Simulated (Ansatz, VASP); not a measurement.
## Two plane-wave programs on Ti

INCAR

```
ALGO = Fast ; EDIFF = 1E-7
ENCUT = 520 ; GGA = PE
ISIF = 2 ; ISMEAR = 0
LASPH = True ; LCHARG = False
LREAL = False ; LWAVE = False
NBANDS = 12 ; NELM = 100
PREC = Accurate ; SIGMA = 0.15
```

File KPOINTS:

```
k-points
0
Gamma
  28 28 28
```

File POSCAR:

```
Ti
1.0
   -1.5768518053      1.5768518053      1.7345369858
    1.5768518053     -1.5768518053      1.7345369858
    1.5768518053      1.5768518053     -1.7345369858
Ti
1
Direct
    0.0000000000      0.0000000000      0.0000000000
```

Input for Ansatz:

```yaml
crystal:
  lattice:
    - [-1.5768518053, 1.5768518053, 1.7345369858]
    - [1.5768518053, -1.5768518053, 1.7345369858]
    - [1.5768518053, 1.5768518053, -1.7345369858]
  atoms:
    - { symbol: Ti, position: [0.0, 0.0, 0.0] }
basis:
  ecutwfc: 420
kpoints:
  mp_grid: { grid: [28, 28, 28] }
hamiltonian:
  xc: pbe
scf:
  occupations: { method: gaussian, width: 0.15 }
output:
  forces: true
  stress: true
  eigenvalues: true
```

Alike in both runs: task single point; functional PBE; k mesh 28 × 28 × 28; occupations gaussian, width 0.15 eV; no spin polarisation.

```csv
,VASP,Ansatz
version,VASP 6.6.1,Ansatz 0.2.0
potentials or method,"VASP PAW PBE potentials, release 64 (Ti_sv), cutoff 520 eV","scalar-relativistic, plane waves, PAW"
valence electrons in the cell,12,12
```

Ansatz gave:

- gap on the k mesh at the Fermi level (eV): none
- pressure (GPa): 0.3
- traceless stress, the component that is largest in VASP (GPa): 1.27

Q: What did VASP give for the same quantities?

A: gap on the k mesh at the Fermi level (eV): none; pressure (GPa): 0.0; traceless stress, the component that is largest in VASP (GPa): 1.28.

A gap of «none» marks a metal or a gap that the smearing closes.
